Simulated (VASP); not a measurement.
# NaF (wurtzite type) (P6_3mc) in VASP: relaxation of cell and atoms with PBEsol

Aim: the relaxation of cell and atoms of NaF (wurtzite type) with PBEsol.

All numbers are computed with VASP 6.6.1; they aren't measurements. Logs are shortened: lines on timing, memory, paths and dates and some standing lists are left out, and cuts for length are marked.

## 1. The cell of the first run

It takes space group P6_3mc (No. 186, hexagonal). Conventional cell: a = 3.471 Å, b = 3.471 Å, c = 5.657 Å, α = 90.00°, β = 90.00°, γ = 120.00°. Within 2.8 Å of Na (site symmetry 3m) lie 4 F at 2.12 to 2.13 Å. Within 2.8 Å of F (site symmetry 3m) lie 4 Na at 2.12 to 2.13 Å.

## 2. Relaxation of cell and atoms, PBEsol, target pressure 0.3 GPa, at which the enthalpy is minimised

INCAR reads:

```
SYSTEM = NaF
ALGO     = Normal         ! electronic algorithm
EDIFF    = 1E-6           ! SCF threshold, eV
EDIFFG   = -0.005         ! ionic threshold
ENCUT    = 600            ! plane-wave cutoff, eV
GGA      = PS             ! functional
IBRION   = 2              ! ionic algorithm
ISIF     = 3              ! what is computed and relaxed
ISMEAR   = -1             ! smearing method
LASPH    = .TRUE.         ! aspherical terms in the spheres
LCHARG   = .FALSE.        ! write CHGCAR
LREAL    = .FALSE.        ! projectors in reciprocal space
LWAVE    = .FALSE.        ! write WAVECAR
NELM     = 80             ! most SCF steps
NSW      = 60             ! ionic steps
PREC     = Accurate       ! precision mode
PSTRESS  = 3.0          
SIGMA    = 0.05           ! smearing width, eV
```

KPOINTS reads:

```
k-points
0
G
  11 11 6
  0 0 0
```

POSCAR reads:

```
NaF
1.0
    3.4707462264      0.0000000000      0.0000000000
   -1.7353731132      3.0057544021      0.0000000000
    0.0000000000      0.0000000000      5.6573163489
Na F
2 2
Direct
    0.3333333333      0.6666666667      0.0000000000
    0.6666666667      0.3333333333      0.5000000000
    0.3333333333      0.6666666667      0.3760000000
    0.6666666667      0.3333333333      0.8760000000
```

Potentials or basis: VASP PAW PBE potentials, release 64 (Na_pv, F).

Started as:

```console
$ cat potpaw_PBE.64/Na_pv/POTCAR potpaw_PBE.64/F/POTCAR > POTCAR
$ mpirun -np 1 vasp_std > vasp.out
```

OUTCAR:

```text
SYSTEM = NaF
   EDIFF = 1E-6
   EDIFFG = -0.005
   ENCUT = 600
   GGA = PS
   IBRION = 2
   ISIF = 3
   ISMEAR = -1
   LASPH = .TRUE.
   LREAL = .FALSE.
   NELM = 80
   NSW = 60
   PREC = Accurate
   PSTRESS = 3.0

 ion  position               nearest neighbor table
   1  0.333  0.667  0.000-   4 2.12   4 2.12   4 2.12   3 2.13
   2  0.667  0.333  0.500-   3 2.12   3 2.12   3 2.12   4 2.13
   3  0.333  0.667  0.376-   2 2.12   2 2.12   2 2.12   1 2.13
   4  0.667  0.333  0.876-   1 2.12   1 2.12   1 2.12   2 2.13

  LATTYP: Found a hexagonal cell.
 ALAT       =     3.4707462264
 C/A-ratio  =     1.6300000000

  Lattice vectors:

 A1 = (   3.4707462264,   0.0000000000,   0.0000000000)
 A2 = (  -1.7353731132,   3.0057544021,   0.0000000000)
 A3 = (   0.0000000000,   0.0000000000,   5.6573163489)

Analysis of symmetry for initial positions (statically):
=====================================================================
 Subroutine PRICEL returns:
 Original cell was already a primitive cell.

 Routine SETGRP: Setting up the symmetry group for a
 hexagonal supercell.

 Subroutine GETGRP returns: Found 12 space group operations
 (whereof  6 operations were pure point group operations)
 out of a pool of 24 trial point group operations.

The static configuration has the point symmetry C_3v.
 The point group associated with its full space group is C_6v.

Analysis of symmetry for dynamics (positions and initial velocities):
=====================================================================
 Subroutine PRICEL returns:
 Original cell was already a primitive cell.

 Routine SETGRP: Setting up the symmetry group for a
 hexagonal supercell.

 Subroutine GETGRP returns: Found 12 space group operations
 (whereof  6 operations were pure point group operations)
 out of a pool of 24 trial point group operations.

The dynamic configuration has the point symmetry C_3v.
 The point group associated with its full space group is C_6v.

 Subroutine INISYM returns: Found 12 space group operations
 (whereof  6 operations are pure point group operations),
 and found     1 'primitive' translations

----------------------------------------------------------------------------------------

                                     Primitive cell

  volume of cell :      59.0183

  direct lattice vectors                    reciprocal lattice vectors
     3.470746226  0.000000000  0.000000000     0.288122477  0.166347590  0.000000000
    -1.735373113  3.005754402  0.000000000     0.000000000  0.332695179  0.000000000
[... 102 lines left out ...]
   EMIN   =  10.00;   EMAX   =-10.00  energy-range for DOS
   EFERMI =   0.00;   METHOD = LEGACY
   ISMEAR =    -1;   SIGMA  =   0.05  broadening in eV -4-tet -1-fermi 0-gaus
   EFERMI_NEDOS =   21; number of points for ismear=-14 and -15
   IALGO  =     38    algorithm
   IMIX   =      4    mixing-type and parameters
     AMIX     =   0.40;   BMIX     =  1.00
     AMIX_MAG =   1.60;   BMIX_MAG =  1.00
  volume/ion in A,a.u.               =      14.75        99.57
  Fermi-wavevector in a.u.,A,eV,Ry     =   1.276827  2.412852 22.181388  1.630286
  Thomas-Fermi vector in A             =   2.409461
   LORBIT       =      0    0 simple, 1 ext, 2 COOP (PROOUT), +10 PAW based schemes
   GGA     = PS    functional components
   LHFCALC =     F    Hartree Fock is set to
   AEXX    =    0.0000 exact exchange contribution
   IVDW    =     0    specifies the selected vdW correction
   LEPSILON=     F    determine dielectric tensor
   LRPA    =     F    only Hartree local field effects (RPA)
 conjugate gradient relaxation of ions
 non-spin polarized calculation
  energy-cutoff  :      600.00
  volume of cell :       59.02
 maximum number of plane-waves:      1986
 NGX is ok and might be reduce to    28
   NGX = 13   NGY = 13   NGZ = 23

--------------------------------------- Ionic step        1  -------------------------------------------

 number of electron      27.9999982 magnetization

 Free energy of the ion-electron system (eV)
  ---------------------------------------------------
  ext. energy  EPLUGINS =         0.00000000
  ---------------------------------------------------
  free energy    TOTEN  =       -17.04841428 eV

  energy without entropy =      -17.04841428  energy(sigma->0) =      -17.04841428

------------------------ aborting loop because EDIFF is reached ----------------------------------------

  FORCE on cell =-STRESS in cart. coord.  units (eV):
  Direction    XX          YY          ZZ          XY          YZ          ZX
  --------------------------------------------------------------------------------------
  -------------------------------------------------------------------------------------
  Total        1.9836322      1.9836322      1.5380340      0.0000000      0.0000000      0.0000000
  in kB       53.8499027     53.8499027     41.7531941      0.0000000      0.0000000      0.0000000
  external PRESSURE =      46.8176665 kB  Pullay stress =       3.0000000 kB
[... 103 lines left out ...]
  energy  without entropy=      -17.1474233026  energy(sigma->0) =      -17.14742330

  enthalpy is  TOTEN    =       -17.0220315123 eV   P V=        0.1253917903

 E-fermi :   0.9457     XC(G=0):  -8.2102

 val. band max:       -0.1125808945   @ k =   0.0000   0.0000   0.0000
 cond. band min:       2.9179253468   @ k =   0.0000   0.0000   0.0000
 fundamental gap:      3.0305062413
 Fermi energy:         0.9457461054

 k-point     1 :       0.0000    0.0000    0.0000
  band No.  band energies     occupation
      1     -24.7623      2.00000
      2     -24.7101      2.00000
      3     -20.6096      2.00000
      4     -20.6095      2.00000
      5     -20.4259      2.00000
      6     -20.4259      2.00000
[... 493 lines left out ...]
     17      10.8322      0.00000
     18      11.8391      0.00000

 [... further k-points ...]

[... ionic steps 4 to 33 ...]

--------------------------------------- Ionic step       34  -------------------------------------------

 number of electron      27.9999999 magnetization

------------------------ aborting loop because EDIFF is reached ----------------------------------------
[... 75 lines left out ...]
--------------------------------------- Ionic step       36  -------------------------------------------

 number of electron      27.9999998 magnetization

 Free energy of the ion-electron system (eV)
  ---------------------------------------------------
  ext. energy  EPLUGINS =         0.00000000
  ---------------------------------------------------
  free energy    TOTEN  =       -17.34900176 eV

  energy without entropy =      -17.34900176  energy(sigma->0) =      -17.34900176

 E-fermi :  -1.7822     XC(G=0):  -8.2348

 val. band max:       -2.9018250243   @ k =   0.0000   0.0000   0.0000
 cond. band min:       2.6825035834   @ k =   0.0000   0.0000   0.0000
 fundamental gap:      5.5843286077
 Fermi energy:        -1.7821959032

 k-point     1 :       0.0000    0.0000    0.0000
  band No.  band energies     occupation
      1     -21.8877      2.00000
      2     -21.8699      2.00000
      3     -21.8206      2.00000
      4     -21.8206      2.00000
      5     -21.7710      2.00000
      6     -21.7710      2.00000
[... 530 lines left out ...]
  energy  without entropy=      -17.3490017605  energy(sigma->0) =      -17.34900176

  enthalpy is  TOTEN    =       -17.2375408220 eV   P V=        0.1114609386

 reached required accuracy - stopping structural energy minimisation
```

OSZICAR:

```text
N       E                     dE             d eps       ncg     rms          rms(c)
DAV:   1     0.337232555181E+03    0.33723E+03   -0.17089E+04  2304   0.206E+03
DAV:   2     0.104375310982E+02   -0.32680E+03   -0.31633E+03  2798   0.511E+02
DAV:   3    -0.183587790901E+02   -0.28796E+02   -0.28707E+02  2494   0.159E+02
[... 337 lines left out ...]
DAV:   1    -0.173491922475E+02   -0.28761E-03   -0.88437E-03  2448   0.109E+00    0.105E-01
DAV:   2    -0.173490338928E+02    0.15835E-03   -0.57929E-04  2938   0.232E-01    0.415E-02
DAV:   3    -0.173490098568E+02    0.24036E-04   -0.30821E-05  2562   0.101E-01    0.196E-02
DAV:   4    -0.173490018627E+02    0.79941E-05   -0.85322E-06  2910   0.700E-02    0.259E-03
DAV:   5    -0.173490017606E+02    0.10219E-06   -0.23348E-06  1522   0.262E-02
  36 F= -.17237541E+02 E0= -.17237541E+02  d E =-.159869E-04
```

CONTCAR:

```text
NaF
   1.00000000000000
     3.8722824862019878    0.0000000000000000   -0.0000000000000000
    -1.9361412431009939    3.3534950035887268   -0.0000000000000000
     0.0000000000000000   -0.0000000000000000    4.5840286992464163
  Na              F
     2     2
Direct
     0.3333333332999970    0.6666666667000030    0.9380230504674557
     0.6666666667000030    0.3333333332999970    0.4380230504674555
     0.3333333332999970    0.6666666667000030    0.4379769495325422
     0.6666666667000030    0.3333333332999970    0.9379769495325420

  0.00000000E+00  0.00000000E+00  0.00000000E+00
  0.00000000E+00  0.00000000E+00  0.00000000E+00
  0.00000000E+00  0.00000000E+00  0.00000000E+00
  0.00000000E+00  0.00000000E+00  0.00000000E+00
```

Wall time 42 min (1 thread of Oxide Virtual Turin-like, shared host); peak memory 0.2 GiB.

What came out:

```
Free energy                                                : -17.3490 eV
Relaxed volume                                             : 14.88 Å³/atom
Relaxed cell                                               : a = 3.872 Å, b = 3.872 Å, c = 4.584 Å, α = 90.00°, β = 90.00°, γ = 120.00°
Space group after relaxing (to 0.1 Å)                      : P6_3/mmc (No. 194)
Energy change on relaxing (the run minimises the enthalpy) : -75.1 meV/atom
Ionic steps                                                : 36
Pressure after relaxing                                    : 0.3 GPa
Band gap on the k mesh                                     : 5.58 eV
```

The path:
| step | energy change (eV) | largest force (eV/Å) | pressure (GPa) | volume (Å³) |
| --- | --- | --- | --- | --- |
| 1 | 0.0000 | 0.0304 | 4.98 | 59.02 |
| 2 | -0.0805 | 0.0484 | 1.96 | 62.78 |
| 3 | -0.0990 | 0.0556 | -0.46 | 66.97 |
| 4 | -0.0999 | 0.0546 | 0.24 | 65.66 |
| 5 | -0.0997 | 0.0545 | 0.30 | 65.52 |
| 6 | -0.1008 | 0.0504 | 0.27 | 65.52 |
| 7 | -0.1039 | 0.0410 | 0.26 | 65.50 |
| 8 | -0.1092 | 0.0287 | 0.22 | 65.44 |
| 9 | -0.1184 | 0.0246 | 0.04 | 65.27 |
| 10 | -0.1465 | 0.0911 | -0.61 | 64.73 |
| 11 | -0.2635 | 0.2225 | -1.54 | 62.73 |
| 12 | 15.2155 | 33.5169 | 91.12 | 54.71 |
| 13 | -0.0122 | 1.1559 | 0.97 | 62.62 |
| 14 | 0.3406 | 0.0211 | 6.33 | 59.35 |
| 15 | 0.0586 | 1.4225 | 1.74 | 62.17 |
| 16 | 0.0608 | 1.2427 | 2.58 | 60.88 |
| 17 | 0.0725 | 1.1839 | 2.83 | 60.70 |
| 18 | 0.0427 | 1.0957 | 2.54 | 60.79 |
| 19 | -0.0351 | 0.8581 | 1.72 | 61.07 |
| 20 | -0.1473 | 0.4903 | 0.30 | 61.61 |
| 21 | -0.2515 | 0.0646 | -1.41 | 62.65 |
| 22 | -0.2636 | 0.0184 | -1.77 | 63.01 |
| 23 | -0.2670 | 0.0628 | -1.93 | 63.27 |
| 24 | -0.2761 | 0.0616 | -1.68 | 62.70 |
| 25 | -0.2944 | 0.0582 | -0.66 | 61.00 |
| 26 | -0.2873 | 0.0505 | 1.77 | 57.67 |
| 27 | -0.2989 | 0.0547 | 0.40 | 59.41 |
| 28 | -0.2987 | 0.0545 | 0.49 | 59.33 |
| 29 | -0.2994 | 0.0438 | 0.38 | 59.38 |
| 30 | -0.3005 | 0.0181 | 0.27 | 59.54 |
| 31 | -0.3005 | 0.0128 | 0.26 | 59.56 |
| 32 | -0.3006 | 0.0123 | 0.25 | 59.57 |
| 33 | -0.3006 | 0.0108 | 0.24 | 59.58 |
| 34 | -0.3006 | 0.0063 | 0.30 | 59.54 |
| 35 | -0.3005 | 0.0006 | 0.35 | 59.48 |
| 36 | -0.3006 | 0.0008 | 0.29 | 59.53 |

Final structure:
```
CELL_PARAMETERS angstrom
3.87228 0.00000 0.00000
-1.93614 3.35350 0.00000
0.00000 0.00000 4.58403
ATOMIC_POSITIONS crystal
Na 0.33333 0.66667 0.93802
Na 0.66667 0.33333 0.43802
F 0.33333 0.66667 0.43798
F 0.66667 0.33333 0.93798
```

Caveat: the cell is relaxed towards a set pressure, so the run minimises the enthalpy, not the energy; a cell axis changed by over 15 % at a fixed basis, so the end point is rough; the PAW data sets were made with another functional, which shifts forces and pressure a little. A k mesh can miss the band edges.
